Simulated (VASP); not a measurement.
Ti: relaxation of cell and atoms with LDA

Crystal: Ti.

```xyz
2
Lattice="2.9500 0.0000 0.0000 -1.4750 2.5548 0.0000 0.0000 0.0000 4.6860" Properties=species:S:1:pos:R:3 pbc="T T T"
Ti    0.0000    1.7032    1.1715
Ti    1.4750    0.8516    3.5145
```

```
Program                : VASP 6.6.1
Task                   : relaxation of cell and atoms
Functional             : LDA
Potentials or basis    : VASP PAW LDA potentials, release 64 (Ti_sv)
Cutoff                 : 600 eV
k mesh                 : 12 × 12 × 7
Occupations            : fermi-dirac, width 0.05 eV
Spin                   : collinear spin, ferromagnetic start
Starting moments       : [1.0, 1.0] μB
Dipole correction      : no
Further INCAR settings : ALGO = Normal; EDIFF = 1e-07; IBRION = 2; EDIFFG = -0.01; NSW = 80; ISIF = 3
```

| Item | Value |
| --- | --- |
| Relaxed volume | 16.09 Å³/atom |
| Relaxed cell | a = 2.861 Å, b = 2.861 Å, c = 4.538 Å, α = 90.00°, β = 90.00°, γ = 120.00° |
| Space group after relaxing (to 0.05 Å) | P6_3/mmc (No. 194) |
| Energy gained by relaxing | 52.4 meV/atom |
| Ionic steps | 6 |
| Pressure after relaxing | 0.0 GPa |
| Band gap on the k mesh | zero (filled and empty bands overlap) |
| Net moment | 0.00 μB per cell |
| Valence electrons inside the program's atomic spheres | Ti 10.37 |

The path:
```csv
step,energy change (eV),largest force (eV/Å),pressure (GPa),volume (Å³)
1,0.0000,0.0000,-9.95,35.32
2,-0.0409,0.0000,9.88,30.00
3,-0.1047,0.0000,-0.10,32.20
4,-0.1047,0.0000,0.15,32.14
5,-0.1047,0.0000,-0.10,32.20
6,-0.1047,0.0000,-0.01,32.18
```

Final structure:
```
Ti
1.0
     2.86148    0.00000    0.00000
    -1.43074    2.47812    0.00000
     0.00000    0.00000    4.53760
Ti
2
Cartesian
  0.0000 1.6521 1.1344
  1.4307 0.8260 3.4032
```

Levels at points of the mesh, in eV from the Fermi level:
Spin up:
```
           k point  band 10  band 11  band 12  band 13  band 14  band 15
(0.00, 0.00, 0.00)    -2.87     0.78     0.78     0.91     1.10     1.34
(0.50, 0.00, 0.00)    -2.40    -2.06    -0.46     0.45     0.68     1.27
```
Spin down:
| k point | band 10 | band 11 | band 12 | band 13 | band 14 | band 15 |
| --- | --- | --- | --- | --- | --- | --- |
| (0.00, 0.00, 0.00) | -2.87 | 0.78 | 0.78 | 0.91 | 1.10 | 1.34 |
| (0.50, 0.00, 0.00) | -2.40 | -2.06 | -0.46 | 0.45 | 0.68 | 1.27 |

It took 2.9 min on 1 thread of Intel(R) Xeon(R) 6975P-C (Granite Rapids) (shared host), peak memory 0.21 GiB.

LDA usually gives volumes a few per cent too small. Zero-point motion and thermal expansion aren't in these numbers.
